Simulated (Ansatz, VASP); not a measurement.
# Two plane-wave programs on Li2Se

INCAR

```
SYSTEM = Li2Se
  PREC = Accurate
  ENCUT = 750
  EDIFF = 1E-6
  ISMEAR = -1
  SIGMA = 0.05
  LREAL = .False.
  LASPH = .True.
  NELM = 120
  ALGO = Normal
  ISIF = 2
  LWAVE = .False.
  LCHARG = .False.
  NBANDS = 13
  GGA_COMPAT = .False.
```

KPOINTS

```
Automatic mesh
0
Gamma
  7 7 7
  0 0 0
```

Contents of POSCAR:

```
Li2Se
1.0
    0.0000000000      3.0420111100      3.0420111100
    3.0420111100      0.0000000000      3.0420111100
    3.0420111100      3.0420111100      0.0000000000
Se Li
1 2
Direct
    0.0000000000      0.0000000000      0.0000000000
    0.7500000000      0.7500000000      0.7500000000
    0.2500000000      0.2500000000      0.2500000000
```

The input input.yaml:

```yaml
crystal:
  lattice:
    - [0.0, 3.04201111, 3.04201111]
    - [3.04201111, 0.0, 3.04201111]
    - [3.04201111, 3.04201111, 0.0]
  atoms:
    - { symbol: Se, position: [0.0, 0.0, 0.0] }
    - { symbol: Li, position: [0.75, 0.75, 0.75] }
    - { symbol: Li, position: [0.25, 0.25, 0.25] }
hamiltonian:
  xc: lda
  pseudopotentials: { kind: paw }
kpoints:
  mp_grid: { grid: [7, 7, 7] }
scf:
  occupations: { method: fermi_dirac, width: 0.05 }
output:
  forces: true
  stress: true
  eigenvalues: true
  write_density: true
  write_potential: true
  elf: true
  volumetric_format: npy
```

Alike in both runs: task single point; functional LDA; k mesh 7 × 7 × 7; occupations fermi-dirac, width 0.05 eV; no spin polarisation.

|  | VASP | Ansatz |
| --- | --- | --- |
| version | VASP 6.6.1 | Ansatz 0.2.0 |
| potentials or method | VASP PAW LDA potentials, release 64 (Se, Li_sv) | Ansatz PAW |
| plane-wave cutoff (eV) | 750 | 420 |
| valence electrons in the cell | 12 | 22 |

VASP gave:

| Quantity | Value |
| --- | --- |
| gap on the k mesh at the Fermi level (eV) | 2.96 |
| least direct gap on the mesh (eV) | 3.05 |
| pressure (GPa) | -3.6 |

Task: What did Ansatz give for the same quantities?

Result: gap on the k mesh at the Fermi level (eV): 2.97; least direct gap on the mesh (eV): 3.03; pressure (GPa): -3.6.

LDA's correlation is that of Perdew and Zunger in VASP and of Perdew and Wang (1992) in Ansatz. VASP's potentials hold 12 valence electrons a cell and Ansatz's 22, so a difference there can come from the potentials and not from the codes.

Noted on Ansatz's run: odd divisions of the mesh miss points on the zone boundary, where band edges often lie, so the gap on the mesh can be too wide.
